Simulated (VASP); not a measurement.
# CdAu2S2: relaxation of cell and atoms with PBE

Crystal: CdAu2S2.

```
Cd S Au
1.0
     5.52425    0.00000    0.00000
     0.00000    5.52425    0.00000
     0.00000    0.00000    4.33852
Cd S Au
1 2 2
Direct
  0.00000 0.00000 0.50000
  0.00000 0.50000 0.50000
  0.50000 0.00000 0.50000
  0.00000 0.50000 0.00000
  0.50000 0.00000 0.00000
```

* Program: VASP 6.6.1
* Task: relaxation of cell and atoms
* Functional: PBE
* Potentials or basis: VASP PAW PBE potentials, release 64 (Cd, S, Au)
* Cutoff: 600 eV
* k mesh: 4 × 4 × 4
* Occupations: gaussian, width 0.1 eV
* Spin: no spin polarisation
* Dipole correction: no
* Further INCAR settings: ALGO = Normal; EDIFF = 1e-07; IBRION = 2; EDIFFG = -0.04; NSW = 90; ISIF = 3

```json
{"Relaxed volume": "26.18 Å³/atom", "Relaxed cell": "a = 5.307 Å, b = 5.307 Å, c = 4.647 Å, α = 90.00°, β = 90.00°, γ = 90.00°", "Space group after relaxing (to 0.05 Å)": "P4/mmm (No. 123)", "Energy gained by relaxing": "118.0 meV/atom", "Ionic steps": "8", "Pressure after relaxing": "0.0 GPa", "Band gap on the k mesh": "zero (band 23 reaches 3.13 eV, above the bottom of band 24 at 2.08 eV)"}
```

Step by step:
```tsv
step	energy change (eV)	largest force (eV/Å)	pressure (GPa)	volume (Å³)
1	0.0000	0.0000	6.48	132.40
2	0.1385	0.0000	-6.51	152.65
3	-0.5136	0.0000	-1.89	140.93
4	-0.5153	0.0000	-1.61	140.53
5	-0.5154	0.0000	-1.49	140.36
6	-0.5659	0.0000	-0.92	136.13
7	-0.5891	0.0000	-0.17	131.83
8	-0.5899	0.0000	0.02	130.88
```

Final structure:
```
Cd S Au
1.0
     5.30706    0.00000    0.00000
     0.00000    5.30706    0.00000
     0.00000    0.00000    4.64688
Cd S Au
1 2 2
Direct
  0.00000 0.00000 0.50000
  0.00000 0.50000 0.50000
  0.50000 0.00000 0.50000
  0.00000 0.50000 0.00000
  0.50000 0.00000 0.00000
```

Levels at points of the mesh, in eV from the Fermi level:
| k point | band 21 | band 22 | band 23 | band 24 | band 25 | band 26 |
| --- | --- | --- | --- | --- | --- | --- |
| (0.00, 0.00, 0.00) | -2.62 | -1.52 | -1.52 | -0.71 | 0.43 | 1.98 |
| (0.50, 0.00, 0.00) | -2.61 | -1.93 | -1.79 | 0.11 | 0.13 | 2.90 |
| (0.50, 0.50, 0.00) | -2.75 | -0.90 | -0.86 | 0.54 | 0.54 | 2.59 |
| (0.00, 0.00, 0.50) | -1.09 | -0.45 | 0.05 | 0.05 | 2.87 | 2.87 |
| (0.50, 0.00, 0.50) | -1.34 | -0.36 | -0.16 | 2.34 | 3.02 | 4.30 |
| (0.50, 0.50, 0.50) | -0.74 | -0.47 | 0.35 | 0.50 | 1.90 | 4.82 |

It took 7.6 min on 1 thread of Oxide Virtual Turin-like Processor (shared host), peak memory 0.31 GiB.

Caveat: the k points lie up to 0.34 Å⁻¹ apart in the final cell; spin-orbit coupling is left out, which moves the levels of the heavy elements.
